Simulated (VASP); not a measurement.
Set up this calculation in VASP 6.6.1, as the native input.

```
Task                   : single point
Functional             : PBE
Dispersion             : D3(BJ)
Potentials or basis    : VASP PAW PBE potentials, release 64 (Si, O)
Cutoff                 : 520 eV
k mesh                 : 12 × 12 × 1
Occupations            : gaussian, width 0.02 eV
Spin                   : no spin polarisation
Dipole correction      : yes
Further INCAR settings : ALGO = Normal; EDIFF = 1e-07; NBANDS = 25
```

The structure of SiO2 lies in POSCAR:

```
SiO2
1.0
    2.6875253910      0.0000000028      0.0000000000
   -1.3437626979      2.3274836552      0.0000000000
    0.0000000000      0.0000000000     37.2234478000
Si O
2 4
Direct
    0.5623379273      0.1246758546      0.2197450981
    0.5634558380      0.1269116760      0.3442006643
    0.8957031202      0.7914062404      0.2443514394
    0.2290171383      0.4580342767      0.1950940731
    0.8968143326      0.7936286652      0.3688516609
    0.2301282236      0.4602564472      0.3195942951
```

The input as run:

INCAR

```
SYSTEM = SiO2
PREC = Accurate
ENCUT = 520
EDIFF = 1E-7
ISMEAR = 0
SIGMA = 0.02
LREAL = .FALSE.
LASPH = .TRUE.
NELM = 80
ALGO = Normal
ISIF = 2
LWAVE = .FALSE.
LCHARG = .FALSE.
LDIPOL = .TRUE.
IDIPOL = 3
DIPOL = 0.5 0.5 0.282
GGA = PE
IVDW = 12
NBANDS = 25
```

KPOINTS

```
Automatic mesh
0
G
  12 12 1
  0 0 0
```

Potentials or basis: VASP PAW PBE potentials, release 64 (Si, O).

Run with:

```sh
$ cat potpaw_PBE.64/Si/POTCAR potpaw_PBE.64/O/POTCAR > POTCAR
$ mpirun -np 1 vasp_std > vasp.out
```

Results of the run:

* Largest force: 0.015 eV/Å
* Band gap on the k mesh: 6.43 eV (least direct gap 6.84 eV)
* Dispersion energy per atom: -0.156 eV

It took 4.3 min on 1 thread of Intel(R) Xeon(R) Platinum 8488C (Sapphire Rapids), on a shared host, peak memory 0.44 GiB.
